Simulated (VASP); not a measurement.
Input of a VASP 6.6.1 run:

POSCAR

```
Zn
1.0
    1.4671859615      0.8470802098      7.0908176894
   -1.4671859615      0.8470802098      7.0908176894
    0.0000000000     -1.6941604196      7.0908176894
Zn
3
Direct
    0.0000000000      0.0000000000      0.0000000000
    0.2222200000      0.2222200000      0.2222200000
    0.7777800000      0.7777800000      0.7777800000
```

The input INCAR.step1:

```
ALGO     = Normal         # electronic algorithm
EDIFF    = 1E-4           # SCF threshold, eV
ENCUT    = 520            # plane-wave cutoff, eV
GGA      = PE             # functional
ISMEAR   = 0              # smearing method
LASPH    = T              # aspherical terms in the spheres
LCHARG   = F              # write CHGCAR
LREAL    = F              # projectors in reciprocal space
LWAVE    = T              # write WAVECAR
NBANDS   = 25             # bands
NELM     = 80             # most SCF steps
PREC     = Accurate       # precision mode
SIGMA    = 0.1            # smearing width, eV
```

File INCAR.step2:

```
ALGO     = Normal         # electronic algorithm
EDIFF    = 1E-6           # SCF threshold, eV
ENCUT    = 520            # plane-wave cutoff, eV
ISIF     = 2              # what is computed and relaxed
ISMEAR   = 0              # smearing method
ISTART   = 1            
LASPH    = T              # aspherical terms in the spheres
LCHARG   = F              # write CHGCAR
LMIXTAU  = T            
LREAL    = F              # projectors in reciprocal space
LWAVE    = F              # write WAVECAR
METAGGA  = R2SCAN         # meta-GGA
NBANDS   = 25             # bands
NELM     = 80             # most SCF steps
PREC     = Accurate       # precision mode
SIGMA    = 0.1            # smearing width, eV
```

KPOINTS

```
k-points
0
Gamma
  9 9 9
```

Potentials or basis: VASP PAW PBE potentials, release 64 (Zn).

Launch:

```console
$ cat potpaw_PBE.64/Zn/POTCAR > POTCAR
$ cp INCAR.step1 INCAR
$ mpirun -np 1 vasp_std > vasp.out
$ cp INCAR.step2 INCAR
$ mpirun -np 1 vasp_std > vasp.out
```

(1) Predict the band gap on the k mesh.

(2) Estimate the pressure.

Results:

(1) zero (bands 18 and 19 overlap by 2.38 eV).

(2) -10.9 GPa.

Caveat: the cell stands under tension; the PAW data sets were made with another functional, which shifts forces and pressure a little.
